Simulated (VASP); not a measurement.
# Au (Im-3m) in VASP: further runs

The runs below take Au through single point, relaxation of cell and atoms, with r2SCAN.

All numbers are computed with VASP 6.6.1; they aren't measurements. Logs are shortened: lines on timing, memory, paths and dates and some standing lists are left out, and cuts for length are marked.

## Step 1: The cell of the first run

The structure is cubic, space group Im-3m (No. 229). The conventional cell has a = 3.277 Å, b = 3.277 Å, c = 3.277 Å, α = 90.00°, β = 90.00°, γ = 90.00°. Within 3.7 Å of Au (site symmetry m-3m) lie 14 Au at 2.84 to 3.28 Å.

This isn't the form of Au at room conditions, which is fcc.

## Step 2: Single point, r2SCAN

The input, POSCAR:

```
Au
1.0
   -1.6384946041      1.6384946041      1.6384946041
    1.6384946041     -1.6384946041      1.6384946041
    1.6384946041      1.6384946041     -1.6384946041
Au
1
Direct
    0.0000000000      0.0000000000      0.0000000000
```

The input, INCAR.step1:

```
SYSTEM = Au
  ALGO = Normal
  EDIFF = 1E-4
  ENCUT = 520
  GGA = PE
  ISMEAR = 0
  LASPH = .True.
  LCHARG = .False.
  LREAL = .False.
  LWAVE = .True.
  NBANDS = 12
  NELM = 100
  PREC = Accurate
  SIGMA = 0.1
```

The input, INCAR.step2:

```
SYSTEM = Au
  ALGO = Normal
  EDIFF = 1E-6
  ENCUT = 520
  ISIF = 2
  ISMEAR = 0
  ISTART = 1
  LASPH = .True.
  LCHARG = .False.
  LMIXTAU = .True.
  LREAL = .False.
  LWAVE = .False.
  METAGGA = R2SCAN
  NBANDS = 12
  NELM = 100
  PREC = Accurate
  SIGMA = 0.1
```

The input, KPOINTS:

```
k-points
0
Gamma
  8 8 8
  0 0 0
```

Potentials or basis: VASP PAW PBE potentials, release 64 (Au).

The run is started by

```sh
cat potpaw_PBE.64/Au/POTCAR > POTCAR
cp INCAR.step1 INCAR
mpirun -np 1 vasp_std > vasp.out
cp INCAR.step2 INCAR
mpirun -np 1 vasp_std > vasp.out
```

OUTCAR:

```text
SYSTEM = Au
   EDIFF = 1E-6
   ENCUT = 520
   ISIF = 2
   ISMEAR = 0
   ISTART = 1
   LASPH = .True.
   LREAL = .False.
   METAGGA = R2SCAN
   NELM = 100
   PREC = Accurate

 ion  position               nearest neighbor table
   1  0.000  0.000  0.000-

  LATTYP: Found a body centered cubic cell.
 ALAT       =     3.2769892082

  Lattice vectors:

 A1 = (  -1.6384946041,   1.6384946041,   1.6384946041)
 A2 = (   1.6384946041,  -1.6384946041,   1.6384946041)
 A3 = (   1.6384946041,   1.6384946041,  -1.6384946041)

Analysis of symmetry for initial positions (statically):
=====================================================================
 Subroutine PRICEL returns:
 Original cell was already a primitive cell.

 Routine SETGRP: Setting up the symmetry group for a
 body centered cubic supercell.

 Subroutine GETGRP returns: Found 48 space group operations
 (whereof 48 operations were pure point group operations)
 out of a pool of 48 trial point group operations.

The static configuration has the point symmetry O_h .

Analysis of symmetry for dynamics (positions and initial velocities):
=====================================================================
 Subroutine PRICEL returns:
 Original cell was already a primitive cell.

 Routine SETGRP: Setting up the symmetry group for a
 body centered cubic supercell.

 Subroutine GETGRP returns: Found 48 space group operations
 (whereof 48 operations were pure point group operations)
 out of a pool of 48 trial point group operations.

The dynamic configuration has the point symmetry O_h .

 Subroutine INISYM returns: Found 48 space group operations
 (whereof 48 operations are pure point group operations),
 and found     1 'primitive' translations

----------------------------------------------------------------------------------------

                                     Primitive cell

  volume of cell :      17.5952

  direct lattice vectors                    reciprocal lattice vectors
    -1.638494604  1.638494604  1.638494604     0.000000000  0.305158161  0.305158161
     1.638494604 -1.638494604  1.638494604     0.305158161  0.000000000  0.305158161
     1.638494604  1.638494604 -1.638494604     0.305158161  0.305158161  0.000000000

  length of vectors
     2.837955902  2.837955902  2.837955902     0.431558810  0.431558810  0.431558810

  position of ions in fractional coordinates (direct lattice)
     0.000000000  0.000000000  0.000000000

  ion indices of the primitive-cell ions
   primitive index   ion index
                 1           1

----------------------------------------------------------------------------------------

 KPOINTS: k-points

Automatic generation of k-mesh.
 Grid dimensions read from file:
 generate k-points for:    8    8    8

 Generating k-lattice:

  Cartesian coordinates                     Fractional coordinates (reciprocal lattice)
     0.000000000  0.038144770  0.038144770     0.125000000  0.000000000  0.000000000
     0.038144770  0.000000000  0.038144770     0.000000000  0.125000000  0.000000000
     0.038144770  0.038144770  0.000000000     0.000000000  0.000000000  0.125000000

  Length of vectors
     0.053944851  0.053944851  0.053944851

  Shift w.r.t. Gamma in fractional coordinates (k-lattice)
     0.000000000  0.000000000  0.000000000

 Subroutine IBZKPT returns following result:
 ===========================================

 Found     29 irreducible k-points:

 Following reciprocal coordinates:
            Coordinates               Weight
  0.000000  0.000000  0.000000      1.000000
  0.125000  0.000000  0.000000     12.000000
  0.250000  0.000000  0.000000     12.000000
  0.375000  0.000000  0.000000     12.000000
  0.500000  0.000000  0.000000      6.000000
  0.125000  0.125000  0.000000     24.000000
[... 16 lines left out ...]
 -0.250000  0.250000  0.250000      6.000000
 -0.375000  0.375000  0.250000     24.000000
 [... further k-points ...]
   k-points           NKPTS =     29   k-points in BZ     NKDIM =     29   number of bands    NBANDS=     12
   number of dos      NEDOS =    301   number of ions     NIONS =      1
   total plane-waves  NPLWV =  13824
   dimension x,y,z NGX =    24 NGY =   24 NGZ =   24
   dimension x,y,z NGXF=    48 NGYF=   48 NGZF=   48
   ions per type =               1
   NGX,Y,Z   is equivalent  to a cutoff of  14.06, 14.06, 14.06 a.u.
   NGXF,Y,Z  is equivalent  to a cutoff of  28.12, 28.12, 28.12 a.u.
 SYSTEM =  Au
   PREC   = accura    normal or accurate (medium, high low for compatibility)
   ISTART =      1    job   : 0-new  1-cont  2-samecut
   ICHARG =      0    charge: 1-file 2-atom 10-const
   ISPIN  =      1    spin polarized calculation?
   LNONCOLLINEAR =      F non collinear calculations
   LSORBIT =      F    spin-orbit coupling
   LASPH  =      T    aspherical Exc in radial PAW
   ENCUT  =  520.0 eV  38.22 Ry    6.18 a.u.   5.28  5.28  5.28*2*pi/ulx,y,z
   NELM   =    100;   NELMIN=  2; NELMDL=  0     # of ELM steps
   EDIFF  = 0.1E-05   stopping-criterion for ELM
   LREAL  =      F    real-space projection
   EDIFFG = 0.1E-04   stopping-criterion for IOM
   NSW    =      0    number of steps for IOM
   IBRION =     -1    ionic relax: 0-MD 1-quasi-New 2-CG
   NFREE  =      0    steps in history (QN), initial steepest desc. (CG)
   ISIF   =      2    stress and relaxation
   ISYM   =      2    0-nonsym 1-usesym 2-fastsym
   POTIM  = 0.5000    time-step for ionic-motion
   TEBEG  =    0.0;   TEEND  =   0.0 temperature during run
   PSTRESS=    0.0 pullay stress
   NELECT =      11.0000    total number of electrons
   NUPDOWN=      -1.0000    fix difference up-down
   EMIN   =  10.00;   EMAX   =-10.00  energy-range for DOS
   EFERMI =   0.00;   METHOD = LEGACY
   ISMEAR =     0;   SIGMA  =   0.10  broadening in eV -4-tet -1-fermi 0-gaus
   EFERMI_NEDOS =   21; number of points for ismear=-14 and -15
   IALGO  =     38    algorithm
   IMIX   =      4    mixing-type and parameters
     AMIX     =   0.40;   BMIX     =  1.00
     AMIX_MAG =   1.60;   BMIX_MAG =  1.00
  volume/ion in A,a.u.               =      17.60       118.74
  Fermi-wavevector in a.u.,A,eV,Ry     =   1.399826  2.645288 26.660790  1.959513
  Thomas-Fermi vector in A             =   2.522847
   LORBIT       =      0    0 simple, 1 ext, 2 COOP (PROOUT), +10 PAW based schemes
   METAGGA = R2SCAN    functional components
   LHFCALC =     F    Hartree Fock is set to
   AEXX    =    0.0000 exact exchange contribution
   IVDW    =     0    specifies the selected vdW correction
   LEPSILON=     F    determine dielectric tensor
   LRPA    =     F    only Hartree local field effects (RPA)
 non-spin polarized calculation
 Gauss-broadening in eV      SIGMA  =   0.10
  energy-cutoff  :      520.00
  volume of cell :       17.60
 maximum number of plane-waves:       490
 NGX is ok and might be reduce to    24
   NGX = 11   NGY = 11   NGZ = 11

 number of electron      11.0000001 magnetization

 Free energy of the ion-electron system (eV)
  ---------------------------------------------------
  ext. energy  EPLUGINS =         0.00000000
  ---------------------------------------------------
  free energy    TOTEN  =       -50.53258584 eV

  energy without entropy =      -50.52567409  energy(sigma->0) =      -50.52912997

 E-fermi :   9.0386     XC(G=0): -13.4037

 val. band max:        9.0333405031   @ k =   0.2500   0.1250   0.1250
 cond. band min:       9.0850107732   @ k =   0.3750   0.1250   0.0000
 fundamental gap:      0.0516702702
 Fermi energy:         9.0385998339

 k-point     1 :       0.0000    0.0000    0.0000
  band No.  band energies     occupation
      1      -0.9256      2.00000
      2       3.8218      2.00000
      3       3.8218      2.00000
      4       3.8218      2.00000
      5       5.7043      2.00000
      6       5.7043      2.00000
      7      26.2292      0.00000
      8      26.2292      0.00000
      9      26.2292      0.00000
     10      33.4893      0.00000
     11      33.4893      0.00000
     12      33.4893      0.00000

 k-point     2 :       0.1250    0.0000    0.0000
  band No.  band energies     occupation
      1      -0.3584      2.00000
      2       3.6531      2.00000
      3       3.8405      2.00000
      4       4.2193      2.00000
      5       5.5281      2.00000
      6       5.7164      2.00000
      7      25.6887      0.00000
      8      26.1721      0.00000
      9      26.9273      0.00000
     10      30.0863      0.00000
     11      30.7173      0.00000
     12      31.5585      0.00000

 k-point     3 :       0.2500    0.0000    0.0000
  band No.  band energies     occupation
      1       0.9787      2.00000
      2       3.2677      2.00000
      3       4.0621      2.00000
      4       5.2904      2.00000
      5       5.3947      2.00000
      6       5.7643      2.00000
      7      21.2933      0.00000
      8      24.5106      0.00000
      9      27.7778      0.00000
     10      28.7102      0.00000
     11      29.6017      0.00000
     12      31.3479      0.00000
[... 286 lines left out ...]
 k-point    23 :      -0.2500    0.2500    0.2500
  band No.  band energies     occupation
      1       2.5455      2.00000
      2       3.6778      2.00000
      3       4.4765      2.00000
      4       4.4765      2.00000
      5       5.2231      2.00000
      6       6.7271      2.00000
      7      21.9298      0.00000
      8      22.9304      0.00000
      9      22.9304      0.00000
     10      24.9437      0.00000
     11      33.9875      0.00000
     12      33.9875      0.00000

 k-point    24 :      -0.3750    0.3750    0.2500
  band No.  band energies     occupation
      1       2.7757      2.00000
      2       3.1883      2.00000
      3       4.4851      2.00000
      4       5.0039      2.00000
      5       6.3503      2.00000
      6       8.6794      2.00000
      7      17.4309      0.00000
      8      20.3873      0.00000
      9      22.8326      0.00000
     10      26.0156      0.00000
     11      32.0619      0.00000
     12      34.8547      0.00000

 [... further k-points ...]

------------------------ aborting loop because EDIFF is reached ----------------------------------------

  FORCE on cell =-STRESS in cart. coord.  units (eV):
  Direction    XX          YY          ZZ          XY          YZ          ZX
  --------------------------------------------------------------------------------------
  -------------------------------------------------------------------------------------
  Total        0.0267281      0.0267281      0.0267281     -0.0000000     -0.0000000      0.0000000
  in kB        2.4337925      2.4337925      2.4337925     -0.0000000     -0.0000000      0.0000000
  external PRESSURE =       2.4337925 kB  Pullay stress =       0.0000000 kB

 VOLUME and BASIS-vectors are now :
 -----------------------------------------------------------------------------
  energy-cutoff  :      520.00
  volume of cell :       17.60
      direct lattice vectors                 reciprocal lattice vectors
    -1.638494604  1.638494604  1.638494604     0.000000000  0.305158161  0.305158161
     1.638494604 -1.638494604  1.638494604     0.305158161  0.000000000  0.305158161
     1.638494604  1.638494604 -1.638494604     0.305158161  0.305158161  0.000000000

 POSITION                                       TOTAL-FORCE (eV/Angst)
 -----------------------------------------------------------------------------------
      0.00000      0.00000      0.00000        -0.000000      0.000000      0.000000
 -----------------------------------------------------------------------------------
    total drift:                               -0.000000      0.000000      0.000000

  FREE ENERGIE OF THE ION-ELECTRON SYSTEM (eV)
  ---------------------------------------------------
  free  energy   TOTEN  =       -50.5325858376 eV

  energy  without entropy=      -50.5256740925  energy(sigma->0) =      -50.52912997
```

It took 18 s on 1 thread of AMD EPYC 9R45 (Zen 5), shared host; peak memory 0.12 GiB.

What came out:

```yaml
Free_energy: -50.5326 eV
Pressure: 0.2 GPa
Band_gap_on_the_k_mesh: zero (an odd number of electrons rules out a gap without spin polarisation)
```

Caveat: the PAW data sets were made with another functional, which shifts forces and pressure a little; spin-orbit coupling is left out, which moves the levels of the heavy elements.

(Part 1 of 2 ends here.)

The gap in the log of VASP goes by the Fermi energy; the results here count the filled bands.